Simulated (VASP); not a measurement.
# Al4Cl (Im-3m) in VASP: notebook

Runs on Al4Cl. Level: PBE. Tasks: single point, relaxation of cell and atoms.

Everything below comes from runs of VASP 6.6.1. Logs are shortened: lines on timing, memory, paths and dates and some standing lists are left out, and cuts for length are marked.

### 1 The cell of the first run

Symmetry: Im-3m, No. 229, cubic system. The conventional cell has a = 5.912 Å, b = 5.912 Å, c = 5.912 Å, α = 90.00°, β = 90.00°, γ = 90.00°. Al (site symmetry -3m) has 2 Cl at 2.56 Å and 6 Al at 2.96 Å within 3.4 Å. Within 3.4 Å of Cl (site symmetry m-3m) lie 8 Al at 2.56 Å.

### 2 Single point, PBE

Input file INCAR:

```
  ALGO = Normal
  EDIFF = 1E-7
  ENCUT = 520
  GGA = PE
  ISIF = 2
  ISMEAR = 0
  LASPH = True
  LCHARG = False
  LREAL = False
  LWAVE = False
  NBANDS = 18
  NELM = 100
  PREC = Accurate
  SIGMA = 0.1
```

Input file KPOINTS:

```
k-points
0
Gamma
  4 4 4
```

Input file POSCAR:

```
Al4Cl
1.0
   -2.9560961900      2.9560961900      2.9560961900
    2.9560961900     -2.9560961900      2.9560961900
    2.9560961900      2.9560961900     -2.9560961900
Al Cl
4 1
Direct
    0.5000000000      0.5000000000      0.5000000000
    0.0000000000      0.0000000000      0.5000000000
    0.0000000000      0.5000000000      0.0000000000
    0.5000000000      0.0000000000      0.0000000000
    0.0000000000      0.0000000000      0.0000000000
```

Potentials or basis: VASP PAW PBE potentials, release 64 (Al, Cl).

Started as:

```console
$ cat potpaw_PBE.64/Al/POTCAR potpaw_PBE.64/Cl/POTCAR > POTCAR
$ mpirun -np 1 vasp_std > vasp.out
```

OUTCAR:

```text
EDIFF = 1E-7
   ENCUT = 520
   GGA = PE
   ISIF = 2
   ISMEAR = 0
   LASPH = True
   LREAL = False
   NELM = 100
   PREC = Accurate

 ion  position               nearest neighbor table
   1  0.500  0.500  0.500-   5 2.56   5 2.56   4 2.96   2 2.96   4 2.96   3 2.96   2 2.96   3 2.96

   2  0.000  0.000  0.500-   5 2.56   5 2.56   4 2.96   1 2.96   3 2.96   3 2.96   4 2.96   1 2.96

   3  0.000  0.500  0.000-   5 2.56   5 2.56   4 2.96   1 2.96   2 2.96   2 2.96   1 2.96   4 2.96

   4  0.500  0.000  0.000-   5 2.56   5 2.56   3 2.96   1 2.96   1 2.96   2 2.96   2 2.96   3 2.96

   5  0.000  0.000  0.000-   1 2.56   2 2.56   3 2.56   4 2.56   2 2.56   3 2.56   4 2.56   1 2.56

  LATTYP: Found a body centered cubic cell.
 ALAT       =     5.9121923800

  Lattice vectors:

 A1 = (  -2.9560961900,   2.9560961900,   2.9560961900)
 A2 = (   2.9560961900,  -2.9560961900,   2.9560961900)
 A3 = (   2.9560961900,   2.9560961900,  -2.9560961900)

Analysis of symmetry for initial positions (statically):
=====================================================================
 Subroutine PRICEL returns:
 Original cell was already a primitive cell.

 Routine SETGRP: Setting up the symmetry group for a
 body centered cubic supercell.

 Subroutine GETGRP returns: Found 48 space group operations
 (whereof 48 operations were pure point group operations)
 out of a pool of 48 trial point group operations.

The static configuration has the point symmetry O_h .

Analysis of symmetry for dynamics (positions and initial velocities):
=====================================================================
 Subroutine PRICEL returns:
 Original cell was already a primitive cell.

 Routine SETGRP: Setting up the symmetry group for a
 body centered cubic supercell.

 Subroutine GETGRP returns: Found 48 space group operations
 (whereof 48 operations were pure point group operations)
 out of a pool of 48 trial point group operations.

The dynamic configuration has the point symmetry O_h .

 Subroutine INISYM returns: Found 48 space group operations
 (whereof 48 operations are pure point group operations),
 and found     1 'primitive' translations

----------------------------------------------------------------------------------------

                                     Primitive cell

  volume of cell :     103.3274

  direct lattice vectors                    reciprocal lattice vectors
    -2.956096190  2.956096190  2.956096190     0.000000000  0.169141993  0.169141993
     2.956096190 -2.956096190  2.956096190     0.169141993  0.000000000  0.169141993
     2.956096190  2.956096190 -2.956096190     0.169141993  0.169141993  0.000000000

  length of vectors
     5.120108793  5.120108793  5.120108793     0.239202900  0.239202900  0.239202900

  position of ions in fractional coordinates (direct lattice)
     0.500000000  0.500000000  0.500000000
     0.000000000  0.000000000  0.500000000
     0.000000000  0.500000000  0.000000000
     0.500000000  0.000000000  0.000000000
     0.000000000  0.000000000  0.000000000

  ion indices of the primitive-cell ions
   primitive index   ion index
                 1           1
                 2           2
                 3           3
                 4           4
                 5           5

----------------------------------------------------------------------------------------

 KPOINTS: k-points

Automatic generation of k-mesh.
 Grid dimensions read from file:
 generate k-points for:    4    4    4

 Generating k-lattice:

  Cartesian coordinates                     Fractional coordinates (reciprocal lattice)
     0.000000000  0.042285498  0.042285498     0.250000000  0.000000000  0.000000000
     0.042285498  0.000000000  0.042285498     0.000000000  0.250000000  0.000000000
     0.042285498  0.042285498  0.000000000     0.000000000  0.000000000  0.250000000

  Length of vectors
     0.059800725  0.059800725  0.059800725

  Shift w.r.t. Gamma in fractional coordinates (k-lattice)
     0.000000000  0.000000000  0.000000000

 Subroutine IBZKPT returns following result:
 ===========================================

 Found      8 irreducible k-points:

 Following reciprocal coordinates:
            Coordinates               Weight
  0.000000  0.000000  0.000000      1.000000
  0.250000  0.000000  0.000000     12.000000
  0.500000  0.000000  0.000000      6.000000
  0.250000  0.250000  0.000000     24.000000
  0.250000  0.250000  0.250000      2.000000
 -0.250000  0.250000  0.250000      6.000000
  0.500000  0.500000  0.250000     12.000000
  0.500000  0.500000  0.500000      1.000000
   k-points           NKPTS =      8   k-points in BZ     NKDIM =      8   number of bands    NBANDS=     18
   number of dos      NEDOS =    301   number of ions     NIONS =      5
   total plane-waves  NPLWV =  64000
   dimension x,y,z NGX =    40 NGY =   40 NGZ =   40
   dimension x,y,z NGXF=    80 NGYF=   80 NGZF=   80
   ions per type =               4   1
   NGX,Y,Z   is equivalent  to a cutoff of  12.99, 12.99, 12.99 a.u.
   NGXF,Y,Z  is equivalent  to a cutoff of  25.98, 25.98, 25.98 a.u.
 SYSTEM =  unknown system
   PREC   = accura    normal or accurate (medium, high low for compatibility)
   ISTART =      0    job   : 0-new  1-cont  2-samecut
   ICHARG =      2    charge: 1-file 2-atom 10-const
   ISPIN  =      1    spin polarized calculation?
   LNONCOLLINEAR =      F non collinear calculations
   LSORBIT =      F    spin-orbit coupling
   LASPH  =      T    aspherical Exc in radial PAW
   ENCUT  =  520.0 eV  38.22 Ry    6.18 a.u.   9.52  9.52  9.52*2*pi/ulx,y,z
   NELM   =    100;   NELMIN=  2; NELMDL= -5     # of ELM steps
   EDIFF  = 0.1E-06   stopping-criterion for ELM
   LREAL  =      F    real-space projection
   EDIFFG = 0.1E-05   stopping-criterion for IOM
   NSW    =      0    number of steps for IOM
   IBRION =     -1    ionic relax: 0-MD 1-quasi-New 2-CG
   NFREE  =      0    steps in history (QN), initial steepest desc. (CG)
   ISIF   =      2    stress and relaxation
   ISYM   =      2    0-nonsym 1-usesym 2-fastsym
   POTIM  = 0.5000    time-step for ionic-motion
   TEBEG  =    0.0;   TEEND  =   0.0 temperature during run
   PSTRESS=    0.0 pullay stress
   NELECT =      19.0000    total number of electrons
   NUPDOWN=      -1.0000    fix difference up-down
   EMIN   =  10.00;   EMAX   =-10.00  energy-range for DOS
   EFERMI =   0.00;   METHOD = LEGACY
   ISMEAR =     0;   SIGMA  =   0.10  broadening in eV -4-tet -1-fermi 0-gaus
   EFERMI_NEDOS =   21; number of points for ismear=-14 and -15
   IALGO  =     38    algorithm
   IMIX   =      4    mixing-type and parameters
     AMIX     =   0.40;   BMIX     =  1.00
     AMIX_MAG =   1.60;   BMIX_MAG =  1.00
  volume/ion in A,a.u.               =      20.67       139.46
  Fermi-wavevector in a.u.,A,eV,Ry     =   0.930938  1.759218 11.791431  0.866646
  Thomas-Fermi vector in A             =   2.057379
   LORBIT       =      0    0 simple, 1 ext, 2 COOP (PROOUT), +10 PAW based schemes
   GGA     = PE    functional components
   LHFCALC =     F    Hartree Fock is set to
   AEXX    =    0.0000 exact exchange contribution
   IVDW    =     0    specifies the selected vdW correction
   LEPSILON=     F    determine dielectric tensor
   LRPA    =     F    only Hartree local field effects (RPA)
 non-spin polarized calculation
 Gauss-broadening in eV      SIGMA  =   0.10
  energy-cutoff  :      520.00
  volume of cell :      103.33
 maximum number of plane-waves:      2808
 NGX is ok and might be reduce to    40
   NGX = 19   NGY = 19   NGZ = 19

 number of electron      19.0000000 magnetization

 Free energy of the ion-electron system (eV)
  ---------------------------------------------------
  ext. energy  EPLUGINS =         0.00000000
  ---------------------------------------------------
  free energy    TOTEN  =       -13.77473442 eV

  energy without entropy =      -13.76327829  energy(sigma->0) =      -13.76900636

 E-fermi :   5.9359     XC(G=0):  -9.3461

 val. band max:        5.9054618425   @ k =   0.5000   0.5000   0.2500
 cond. band min:       5.9916524915   @ k =   0.5000   0.5000   0.5000
 fundamental gap:      0.0861906490
 Fermi energy:         5.9359388737

 k-point     1 :       0.0000    0.0000    0.0000
  band No.  band energies     occupation
      1     -13.1620      2.00000
      2      -2.2198      2.00000
      3      -2.2198      2.00000
      4      -2.2198      2.00000
      5      -1.4216      2.00000
      6       3.5510      2.00000
[... 10 lines left out ...]
     17      11.6030      0.00000
     18      11.6030      0.00000

 k-point     2 :       0.2500    0.0000    0.0000
  band No.  band energies     occupation
      1     -13.1311      2.00000
      2      -3.0254      2.00000
      3      -2.4102      2.00000
      4      -2.2152      2.00000
      5      -0.2657      2.00000
      6       2.6669      2.00000
[... 10 lines left out ...]
     17      10.8298      0.00000
     18      11.6752      0.00000

 k-point     3 :       0.5000    0.0000    0.0000
  band No.  band energies     occupation
      1     -13.0997      2.00000
      2      -3.4241      2.00000
      3      -2.5781      2.00000
      4      -2.2115      2.00000
      5       0.4182      2.00000
      6       2.2074      2.00000
[... 10 lines left out ...]
     17      11.2290      0.00000
     18      11.9577      0.00000

 k-point     4 :       0.2500    0.2500    0.0000
  band No.  band energies     occupation
      1     -13.0998      2.00000
      2      -3.2543      2.00000
      3      -2.7571      2.00000
      4      -2.3383      2.00000
      5       0.8007      2.00000
      6       2.2575      2.00000
[... 10 lines left out ...]
     17      10.7563      0.00000
     18      11.5858      0.00000

 k-point     5 :       0.2500    0.2500    0.2500
  band No.  band energies     occupation
      1     -13.0961      2.00000
      2      -2.8685      2.00000
      3      -2.8685      2.00000
      4      -2.8685      2.00000
      5       2.1205      2.00000
      6       2.1205      2.00000
[... 10 lines left out ...]
     17      10.3056      0.00000
     18      10.3056      0.00000

 k-point     6 :      -0.2500    0.2500    0.2500
  band No.  band energies     occupation
      1     -13.1036      2.00000
      2      -3.0582      2.00000
      3      -2.6394      2.00000
      4      -2.6394      2.00000
      5       0.7027      2.00000
      6       3.0311      2.00000
[... 10 lines left out ...]
     17      11.1819      0.00000
     18      12.4374      0.00000

 k-point     7 :       0.5000    0.5000    0.2500
  band No.  band energies     occupation
      1     -13.0758      2.00000
      2      -3.2505      2.00000
      3      -2.8361      2.00000
      4      -2.7146      2.00000
      5       1.6263      2.00000
      6       2.3736      2.00000
[... 10 lines left out ...]
     17      11.1117      0.00000
     18      12.0820      0.00000

 k-point     8 :       0.5000    0.5000    0.5000
  band No.  band energies     occupation
      1     -13.0516      2.00000
      2      -3.0527      2.00000
      3      -3.0527      2.00000
      4      -3.0527      2.00000
      5       2.1338      2.00000
      6       2.1338      2.00000
[... 10 lines left out ...]
     17      12.9453      0.00000
     18      13.4197      0.00000

------------------------ aborting loop because EDIFF is reached ----------------------------------------

  FORCE on cell =-STRESS in cart. coord.  units (eV):
  Direction    XX          YY          ZZ          XY          YZ          ZX
  --------------------------------------------------------------------------------------
  -------------------------------------------------------------------------------------
  Total        4.1359846      4.1359846      4.1359846      0.0000000      0.0000000     -0.0000000
  in kB       64.1318568     64.1318568     64.1318568      0.0000000      0.0000000     -0.0000000
  external PRESSURE =      64.1318568 kB  Pullay stress =       0.0000000 kB

 VOLUME and BASIS-vectors are now :
 -----------------------------------------------------------------------------
  energy-cutoff  :      520.00
  volume of cell :      103.33
      direct lattice vectors                 reciprocal lattice vectors
    -2.956096190  2.956096190  2.956096190     0.000000000  0.169141993  0.169141993
     2.956096190 -2.956096190  2.956096190     0.169141993  0.000000000  0.169141993
     2.956096190  2.956096190 -2.956096190     0.169141993  0.169141993  0.000000000

 POSITION                                       TOTAL-FORCE (eV/Angst)
 -----------------------------------------------------------------------------------
      1.47805      1.47805      1.47805         0.000000     -0.000000     -0.000000
      1.47805      1.47805     -1.47805        -0.000000      0.000000      0.000000
      1.47805     -1.47805      1.47805         0.000000     -0.000000     -0.000000
     -1.47805      1.47805      1.47805         0.000000      0.000000      0.000000
      0.00000      0.00000      0.00000         0.000000     -0.000000      0.000000
 -----------------------------------------------------------------------------------
    total drift:                               -0.000000      0.000000      0.000000

  FREE ENERGIE OF THE ION-ELECTRON SYSTEM (eV)
  ---------------------------------------------------
  free  energy   TOTEN  =       -13.7747344244 eV

  energy  without entropy=      -13.7632782904  energy(sigma->0) =      -13.76900636
```

Run time: 20 s. Hardware: 1 thread of Intel Xeon 6975P-C, shared host; peak memory 0.23 GiB.

What came out:

| Property | Result |
| --- | --- |
| Free energy | -13.7747 eV |
| Pressure | 6.4 GPa |

Levels at points of the mesh, in eV from the Fermi level:
| k point | band 7 | band 8 | band 9 | band 10 | band 11 | band 12 | band 13 | band 14 |
| --- | --- | --- | --- | --- | --- | --- | --- | --- |
| (0.00, 0.00, 0.00) | -2.38 | -2.38 | -0.83 | -0.83 | -0.83 | 1.54 | 1.54 | 2.99 |
| (0.50, 0.00, 0.00) | -3.40 | -0.86 | -0.79 | -0.13 | 0.52 | 1.66 | 1.67 | 2.43 |
| (0.50, 0.50, 0.50) | -2.19 | -2.19 | -2.19 | 0.06 | 0.56 | 0.56 | 0.56 | 3.03 |

Caveat: the k points lie up to 0.38 Å⁻¹ apart; an odd number of electrons without spin polarisation forces a metal; a magnetic or distorted state may lie lower.

### 3 Single point, PBE

This run uses another cell than the first one, of 24.28 Å³/atom, 1.175 times its volume.

Input file INCAR:

```
PREC     = Accurate       # precision mode
ENCUT    = 520            # plane-wave cutoff, eV
EDIFF    = 1E-6           # SCF threshold, eV
ISMEAR   = 0              # smearing method
SIGMA    = 0.1            # smearing width, eV
LREAL    = False          # projectors in reciprocal space
LASPH    = True           # aspherical terms in the spheres
NELM     = 60             # most SCF steps
ALGO     = Normal         # electronic algorithm
ISIF     = 2              # what is computed and relaxed
LWAVE    = False          # write WAVECAR
LCHARG   = False          # write CHGCAR
GGA      = PE             # functional
NBANDS   = 18             # bands
```

Input file KPOINTS:

```
Automatic mesh
0
Gamma
  4 4 4
```

Changes to POSCAR since step 2:

```diff
@@ -2,5 +2,5 @@
 1.0
-   -2.9560961900      2.9560961900      2.9560961900
-    2.9560961900     -2.9560961900      2.9560961900
-    2.9560961900      2.9560961900     -2.9560961900
+   -3.1191539021      3.1191539021      3.1191539021
+    3.1191539021     -3.1191539021      3.1191539021
+    3.1191539021      3.1191539021     -3.1191539021
 Al Cl
```

Potentials or basis: VASP PAW PBE potentials, release 64 (Al, Cl).

Started as:

```console
$ cat potpaw_PBE.64/Al/POTCAR potpaw_PBE.64/Cl/POTCAR > POTCAR
$ mpirun -np 1 vasp_std > vasp.out
```

Wall time 18 s (1 thread of Intel Xeon 6975P-C, shared host); peak memory 0.23 GiB.

It converged, with:

```yaml
Free_energy: -14.0769 eV
Pressure: 0.0 GPa
```

Levels at points of the mesh, in eV from the Fermi level:
| k point | band 7 | band 8 | band 9 | band 10 | band 11 | band 12 | band 13 | band 14 |
| --- | --- | --- | --- | --- | --- | --- | --- | --- |
| (0.00, 0.00, 0.00) | -2.18 | -2.18 | -0.34 | -0.34 | -0.34 | 2.32 | 2.32 | 2.80 |
| (0.50, 0.00, 0.00) | -2.89 | -0.44 | -0.42 | -0.26 | 1.02 | 2.00 | 2.08 | 2.38 |
| (0.50, 0.50, 0.50) | -2.01 | -2.01 | -2.01 | 0.11 | 0.97 | 0.97 | 0.97 | 1.98 |

Caveat: an odd number of electrons without spin polarisation forces a metal; a magnetic or distorted state may lie lower.

[end of part 1 of 2]
